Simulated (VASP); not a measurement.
Here is a VASP 6.6.1 calculation.

POSCAR

```
WSe
1.0
    0.0000000000      2.5202868448      2.5202868448
    2.5202868448      0.0000000000      2.5202868448
    2.5202868448      2.5202868448      0.0000000000
W Se
1 1
Direct
    0.0000000000      0.0000000000      0.0000000000
    0.5000000000      0.5000000000      0.5000000000
```

File INCAR.step1:

```
SYSTEM = WSe
  PREC = Accurate
  ENCUT = 600
  ISMEAR = 0
  SIGMA = 0.1
  LREAL = .FALSE.
  LASPH = .TRUE.
  NELM = 150
  ISPIN = 2
  MAGMOM = 2.74 0
  LMAXMIX = 4
  LDAU = .TRUE.
  LDAUTYPE = 2
  LDAUL = 2 -1
  LDAUU = 6.2 0
  LDAUJ = 0 0
  GGA = PE
  ALGO = Normal
  EDIFF = 1E-4
  LWAVE = .TRUE.
  LCHARG = .FALSE.
```

File INCAR.step2:

```
SYSTEM = WSe
  PREC = Accurate
  ENCUT = 600
  EDIFF = 1E-7
  ISMEAR = 0
  SIGMA = 0.1
  LREAL = .FALSE.
  LASPH = .TRUE.
  NELM = 150
  ALGO = Normal
  ISIF = 3
  LWAVE = .FALSE.
  LCHARG = .FALSE.
  ISPIN = 2
  MAGMOM = 2.74 0
  LORBIT = 11
  LMAXMIX = 4
  LDAU = .TRUE.
  LDAUTYPE = 2
  LDAUL = 2 -1
  LDAUU = 6.2 0
  LDAUJ = 0 0
  LDAUPRINT = 1
  METAGGA = R2SCAN
  LMIXTAU = .TRUE.
  IBRION = 2
  NSW = 100
  EDIFFG = -0.05
  ISTART = 1
```

Contents of KPOINTS:

```
Automatic mesh
0
G
  6 6 6
  0 0 0
```

Potentials or basis: VASP PAW PBE potentials, release 64 (W_sv, Se).

Run with:

```console
$ cat potpaw_PBE.64/W_sv/POTCAR potpaw_PBE.64/Se/POTCAR > POTCAR
$ cp INCAR.step1 INCAR
$ mpirun -np 1 vasp_std > vasp.out
$ cp INCAR.step2 INCAR
$ mpirun -np 1 vasp_std > vasp.out
```

Task: Predict the band gap on the k mesh.

Result: Zero (filled and empty bands overlap).

Task: Estimate the space group after relaxing (to 0.05 Å).

Result: Fm-3m (No. 225).

Eigenvalues of the final occupation matrices:
```csv
site,spin,trace,eigenvalues
site 1 d,1,0.16,0.01 0.01 0.01 0.06 0.06
site 1 d,2,3.28,0.44 0.44 0.80 0.80 0.80
```

Caveat: the electronic state changed during the relaxation; spin-orbit coupling is left out, which moves the levels of the heavy elements. The state reached can hang on the start; a lower one may exist.
